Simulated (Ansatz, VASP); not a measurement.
# Two plane-wave programs on NaF

```
Na F
1.0
     0.00000    2.48975    2.60356
     2.48975    0.00000    2.60356
     2.48975    2.48975    0.00000
Na F
1 1
Direct
  0.00000 0.00000 0.00000
  0.25000 0.25000 0.25000
```

Change from the starting cell: epitaxial_xy strain -1.6%.

Alike in both runs: task single point; functional r2SCAN; k mesh 8 × 8 × 8; no spin polarisation.

|  | VASP | Ansatz |
| --- | --- | --- |
| version | VASP 6.6.1 | Ansatz 0.2.0 |
| potentials or method | VASP PAW PBE potentials, release 64 (Na_pv, F) | plane waves, PAW |
| plane-wave cutoff (eV) | 520 | 500 |
| occupations | gaussian, width 0.01 eV | fixed |
| valence electrons in the cell | 14 | 16 |

Ansatz gave:

| Property | Result |
| --- | --- |
| gap on the k mesh at the Fermi level (eV) | 6.25 |
| pressure (GPa) | 0.2 |
| traceless stress, the component that is largest in VASP (GPa) | -0.16 |

**Question.** Which values does VASP return?

**Answer.** gap on the k mesh at the Fermi level (eV): 6.27; pressure (GPa): -0.3; traceless stress, the component that is largest in VASP (GPa): -0.18.

VASP's potentials were made for PBE, not for r2SCAN. VASP's potentials hold 14 valence electrons a cell and Ansatz's 16, so a difference there can come from the potentials and not from the codes.
